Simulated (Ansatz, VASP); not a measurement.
## LiF: VASP beside Ansatz

POSCAR

```
LiF
1.0
    0.0000000000      2.0417135700      2.0417135700
    2.0417135700      0.0000000000      2.0417135700
    2.0417135700      2.0417135700      0.0000000000
Li F
1 1
Direct
    0.0000000000      0.0000000000      0.0000000000
    0.5000000000      0.5000000000      0.5000000000
```

The input INCAR.step1:

```
  ALGO = Normal
  EDIFF = 1E-4
  ENCUT = 520
  GGA = PE
  ISMEAR = 0
  LASPH = True
  LCHARG = False
  LREAL = False
  LWAVE = True
  NBANDS = 12
  NELM = 100
  PREC = Accurate
  SIGMA = 0.1
```

Contents of INCAR.step2:

```
  ALGO = Normal
  EDIFF = 1E-6
  ENCUT = 520
  ISIF = 2
  ISMEAR = 0
  ISTART = 1
  LASPH = True
  LCHARG = True
  LELF = True
  LMIXTAU = True
  LREAL = False
  LVHAR = True
  LWAVE = False
  METAGGA = R2SCAN
  NBANDS = 12
  NELM = 100
  PREC = Accurate
  SIGMA = 0.1
```

KPOINTS

```
k-points
0
Gamma
  8 8 8
```

Input for Ansatz:

```yaml
crystal:
  lattice:
    - [0.0, 2.04171357, 2.04171357]
    - [2.04171357, 0.0, 2.04171357]
    - [2.04171357, 2.04171357, 0.0]
  atoms:
    - { symbol: Li, position: [0.0, 0.0, 0.0] }
    - { symbol: F, position: [0.5, 0.5, 0.5] }
basis:
  ecutwfc: 500
kpoints:
  mp_grid: { grid: [8, 8, 8] }
hamiltonian:
  xc: r2scan
  pseudopotentials: { kind: paw, azcp: { folder: soft_1 } }
scf:
  occupations: { method: gaussian, width: 0.1 }
output:
  forces: true
  stress: true
  eigenvalues: true
```

Alike in both runs: task single point; functional r2SCAN; k mesh 8 × 8 × 8; occupations gaussian, width 0.1 eV; no spin polarisation.

```csv
,VASP,Ansatz
version,VASP 6.6.1,Ansatz 0.2.0
potentials or method,"VASP PAW PBE potentials, release 64 (Li_sv, F), cutoff 520 eV","scalar-relativistic, plane waves, PAW"
valence electrons in the cell,10,10
```

```csv
,VASP,Ansatz,Ansatz less VASP
gap on the k mesh at the Fermi level (eV),9.88,9.70,-0.184
least direct gap on the mesh (eV),9.88,9.70,-0.184
```

VASP's potentials were made for PBE, not for r2SCAN. The functional is the same, so the differences come from potentials, cutoffs and numerics.

Noted on VASP's run: the cutoff is short for stress, so the pressure is rough.
